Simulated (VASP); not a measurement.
A run of VASP 6.6.1 is set up as follows.

INCAR

```
PREC = Accurate
ENCUT = 520
EDIFF = 1E-7
ISMEAR = -1
SIGMA = 0.05
LREAL = F
LASPH = T
NELM = 80
ALGO = Normal
ISIF = 2
LWAVE = F
LCHARG = F
GGA = PS
NBANDS = 20
```

The input KPOINTS:

```
Automatic mesh
0
Gamma
  7 7 7
```

Contents of POSCAR:

```
Tc
1.0
    0.0000000000      2.7383390803      2.7383390803
    2.7383390803      0.0000000000      2.7383390803
    2.7383390803      2.7383390803      0.0000000000
Tc
2
Direct
    0.0000000000      0.0000000000      0.0000000000
    0.2500000000      0.2500000000      0.2500000000
```

Potentials or basis: VASP PAW PBE potentials, release 64 (Tc_pv).

Launch:

```console
$ cat potpaw_PBE.64/Tc_pv/POTCAR > POTCAR
$ mpirun -np 1 vasp_std > vasp.out
```

Problem. Predict the pressure.

Solution. -0.3 GPa.

Problem. What does it give for the band gap on the k mesh?

Solution. Zero (band 13 reaches 7.84 eV, above the bottom of band 14 at 6.96 eV).

Caveat: the PAW data sets were made with another functional, which shifts forces and pressure a little.
